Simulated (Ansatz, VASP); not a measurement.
## MgSe: VASP beside Ansatz

```
Mg Se
1.0
     0.00000    2.73628    2.73628
     2.73628    0.00000    2.73628
     2.73628    2.73628    0.00000
Mg Se
1 1
Direct
  0.00000 0.00000 0.00000
  0.50000 0.50000 0.50000
```

Alike in both runs: task single point; functional PBE; k mesh 8 × 8 × 8; occupations fermi-dirac, width 0.02 eV; no spin polarisation.

```csv
,VASP,Ansatz
version,VASP 6.6.1,Ansatz 0.2.0
potentials or method,"VASP PAW PBE potentials, release 64 (Mg, Se)","plane waves, PAW"
plane-wave cutoff (eV),600,420
valence electrons in the cell,8,26
```

```csv
,VASP,Ansatz,Ansatz less VASP
gap on the k mesh at the Fermi level (eV),1.78,1.80,+0.023
pressure (GPa),1.1,1.2,+0.12
```

VASP's potentials hold 8 valence electrons a cell and Ansatz's 26, so a difference there can come from the potentials and not from the codes.
